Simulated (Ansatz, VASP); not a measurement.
**One calculation of Si, two programs**

```
CELL_PARAMETERS angstrom
4.12236 0.00000 0.00000
-2.06118 3.57007 0.00000
0.00000 0.00000 2.65114
ATOMIC_POSITIONS crystal
Si 0.66667 0.33333 0.99998
Si 0.33333 0.66667 0.00002
```

Alike in both runs: functional PBE; k mesh 18 × 18 × 20; occupations gaussian, width 0.1 eV; no spin polarisation.

Ansatz relaxed the structure, and its values are those at the end. VASP's run is a single point on that final structure, the one shown.

|  | VASP | Ansatz |
| --- | --- | --- |
| version | VASP 6.6.1 | Ansatz 0.2.0 |
| potentials or method | VASP PAW PBE potentials, release 64 (Si), cutoff 520 eV | scalar-relativistic, plane waves, PAW |
| valence electrons in the cell | 8 | 8 |

```csv
,VASP,Ansatz,Ansatz less VASP
gap on the k mesh at the Fermi level (eV),none,none,-
pressure (GPa),0.0,0.0,+0.06
```

A gap of «none» marks a metal or a gap that the smearing closes.
